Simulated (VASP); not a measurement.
Crystal: BaTiO3.

```
CELL_PARAMETERS angstrom
4.00600 0.00000 0.00000
0.00000 4.00600 0.00000
0.00000 0.00000 4.00600
ATOMIC_POSITIONS crystal
Ba 0.50000 0.50000 0.50000
Ti 0.00000 0.00000 0.00000
O 0.00000 0.00000 0.50000
O 0.00000 0.50000 0.00000
O 0.50000 0.00000 0.00000
```

| Quantity | Value |
| --- | --- |
| Program | VASP 6.6.1 |
| Task | relaxation of cell and atoms |
| Functional | PBEsol |
| Potentials or basis | VASP PAW PBE potentials, release 64 (Ba_sv, Ti_sv, O) |
| Cutoff | 600 eV |
| k mesh | 7 × 7 × 7 |
| Occupations | fermi-dirac, width 0.05 eV |
| Spin | no spin polarisation |

At the start: pressure -2.9 GPa; volume 12.86 Å³/atom.

Q: How do energy, volume and symmetry change on relaxing?

A: Over 3 steps the energy falls by 2.1 meV/atom and the volume is 12.64 Å³/atom (-1.7 %); space group Pm-3m (No. 221, to 0.05 Å).

The path:
```
step  energy change (eV)  largest force (eV/Å)  pressure (GPa)  volume (Å³)
   1              0.0000                0.0000           -2.94        64.29
   2              0.0002                0.0000            3.18        62.11
   3             -0.0103                0.0000           -0.01        63.19
```

Final structure:
```cif
data_structure
_symmetry_space_group_name_H-M 'P 1'
_symmetry_Int_Tables_number 1
_cell_length_a 3.9831
_cell_length_b 3.9831
_cell_length_c 3.9831
_cell_angle_alpha 90.000
_cell_angle_beta 90.000
_cell_angle_gamma 90.000
_cell_volume 63.19
loop_
_atom_site_label
_atom_site_type_symbol
_atom_site_fract_x
_atom_site_fract_y
_atom_site_fract_z
_atom_site_occupancy
Ba1 Ba 0.50000 0.50000 0.50000 1
Ti1 Ti 0.00000 0.00000 0.00000 1
O1 O 0.00000 0.00000 0.50000 1
O2 O 0.00000 0.50000 0.00000 1
O3 O 0.50000 0.00000 0.00000 1
```

Caveat: the PAW data sets were made with another functional, which shifts forces and pressure a little.
